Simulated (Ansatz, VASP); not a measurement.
# Two plane-wave programs on Al4Co

```xyz
10
Lattice="4.1794 0.0023 0.0004 0.0023 4.1788 0.0006 0.0012 0.0013 8.9278" Properties=species:S:1:pos:R:3 pbc="T T T"
Al    4.1796    0.0021    0.0004
Al    2.0911    2.0907    0.0005
Al    0.0014    2.0894    4.3326
Al    2.0905    0.0025    4.5957
Al    0.0010    0.0008    2.6336
Al    2.0914    2.0928    2.6340
Al    2.0909    2.0911    6.2947
Al    0.0006   -0.0010    6.2944
Co    4.1810    2.0923    1.5659
Co    2.0904    0.0019    7.3627
```

Change from the starting cell: cell x1, atoms moved at random (sigma 0.05 Å) and cell strained at random (1.5 %), then relaxed without symmetry.

Alike in both runs: functional PBE; k mesh 6 × 6 × 4; occupations gaussian, width 0.2 eV; no spin polarisation.

Ansatz relaxed the structure, and its values are those at the end. VASP's run is a single point on that final structure, the one shown.

```csv
,VASP,Ansatz
version,VASP 6.6.1,Ansatz 0.2.0
potentials or method,"VASP PAW PBE potentials, release 64 (Al, Co), cutoff 520 eV","scalar-relativistic, plane waves, PAW"
valence electrons in the cell,42,58
```

|  | VASP | Ansatz | Ansatz less VASP |
| --- | --- | --- | --- |
| gap on the k mesh at the Fermi level (eV) | none | none | - |
| pressure (GPa) | 0.1 | 0.1 | -0.03 |
| rms of the force components (eV/Å) | 0.004 | 0.002 | -0.0020 |

A gap of «none» marks a metal or a gap that the smearing closes. With one functional, cell and mesh, what is left measures potentials, basis and numerics. VASP's potentials hold 42 valence electrons a cell and Ansatz's 58, so a difference there can come from the potentials and not from the codes.
